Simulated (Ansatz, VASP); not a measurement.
**One calculation of TiO2, two programs**

The input POSCAR:

```
TiO2
1.0
    4.5922000000      0.0000000000      0.0000000000
    0.0000000000      4.5922000000      0.0000000000
    0.0000000000      0.0000000000      2.9574000000
Ti O
2 4
Direct
    0.0000000000      0.0000000000      0.0000000000
    0.5000000000      0.5000000000      0.5000000000
    0.3049600000      0.3049600000      0.0000000000
    0.1950400000      0.8049600000      0.5000000000
    0.6950400000      0.6950400000      0.0000000000
    0.8049600000      0.1950400000      0.5000000000
```

The input INCAR.step1:

```
  PREC = Accurate
  ENCUT = 520
  ISMEAR = 0
  SIGMA = 0.1
  LREAL = False
  LASPH = True
  NELM = 100
  NBANDS = 33
  GGA = PE
  ALGO = Normal
  EDIFF = 1E-4
  LWAVE = True
  LCHARG = False
```

The input INCAR.step2:

```
  PREC = Accurate
  ENCUT = 520
  EDIFF = 1E-6
  ISMEAR = 0
  SIGMA = 0.1
  LREAL = False
  LASPH = True
  NELM = 100
  ALGO = Normal
  ISIF = 2
  LWAVE = False
  LCHARG = False
  METAGGA = R2SCAN
  LMIXTAU = True
  NBANDS = 33
  ISTART = 1
```

File KPOINTS:

```
regular mesh
0
Gamma
  4 4 6
```

Input for Ansatz:

```yaml
crystal:
  lattice:
    - [4.5922, 0.0, 0.0]
    - [0.0, 4.5922, 0.0]
    - [0.0, 0.0, 2.9574]
  atoms:
    - { symbol: Ti, position: [0.0, 0.0, 0.0] }
    - { symbol: Ti, position: [0.5, 0.5, 0.5] }
    - { symbol: O, position: [0.30496, 0.30496, 0.0] }
    - { symbol: O, position: [0.19504, 0.80496, 0.5] }
    - { symbol: O, position: [0.69504, 0.69504, 0.0] }
    - { symbol: O, position: [0.80496, 0.19504, 0.5] }
basis:
  ecutwfc: 500
kpoints:
  mp_grid: { grid: [4, 4, 6] }
hamiltonian:
  xc: r2scan
  pseudopotentials: { kind: paw, azcp: { folder: soft_1 } }
scf:
  occupations: { method: gaussian, width: 0.1 }
output:
  forces: true
  stress: true
  eigenvalues: true
```

Alike in both runs: task single point; functional r2SCAN; k mesh 4 × 4 × 6; occupations gaussian, width 0.1 eV; no spin polarisation.

|  | VASP | Ansatz |
| --- | --- | --- |
| version | VASP 6.6.1 | Ansatz 0.2.0 |
| potentials or method | VASP PAW PBE potentials, release 64 (Ti_sv, O), cutoff 520 eV | scalar-relativistic, plane waves, PAW |
| valence electrons in the cell | 48 | 48 |

Ansatz gave:

| Quantity | Value |
| --- | --- |
| gap on the k mesh at the Fermi level (eV) | 2.24 |
| least direct gap on the mesh (eV) | 2.24 |
| pressure (GPa) | 0.3 |
| traceless stress, the component that is largest in VASP (GPa) | -0.34 |
| rms of the force components (eV/Å) | 0.025 |

Which values does VASP return?

gap on the k mesh at the Fermi level (eV): 2.24; least direct gap on the mesh (eV): 2.24; pressure (GPa): 1.5; traceless stress, the component that is largest in VASP (GPa): 0.10; rms of the force components (eV/Å): 0.040.

VASP's potentials were made for PBE, not for r2SCAN. Atom by atom the forces differ by 0.015 eV/Å (rms over components).
